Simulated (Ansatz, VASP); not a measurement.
# Two plane-wave programs on ZnMoP

```
Zn Mo P
1.0
     4.41260    0.00000    0.00000
    -2.20630    3.82142    0.00000
     0.00000    0.00000    5.04927
Zn Mo P
2 2 2
Cartesian
  0.0000 0.0000 0.0000
  0.0000 0.0000 2.5246
  0.0000 2.5476 1.2623
  2.2063 1.2738 3.7870
  0.0000 2.5476 3.7870
  2.2063 1.2738 1.2623
```

Alike in both runs: functional PBE; k mesh 12 × 12 × 8; occupations gaussian, width 0.1 eV; no spin polarisation.

Ansatz relaxed the structure, and its values are those at the end. VASP's run is a single point on that final structure, the one shown.

```csv
,VASP,Ansatz
version,VASP 6.6.1,Ansatz 0.2.0
potentials or method,"VASP PAW PBE potentials, release 64 (Zn, Mo_sv, P), cutoff 520 eV","scalar-relativistic, plane waves, PAW"
valence electrons in the cell,62,62
```

|  | VASP | Ansatz | Ansatz less VASP |
| --- | --- | --- | --- |
| gap on the k mesh at the Fermi level (eV) | none | none | - |
| pressure (GPa) | 0.2 | 0.0 | -0.23 |

A gap of «none» marks a metal or a gap that the smearing closes. With one functional, cell and mesh, what is left measures potentials, basis and numerics.
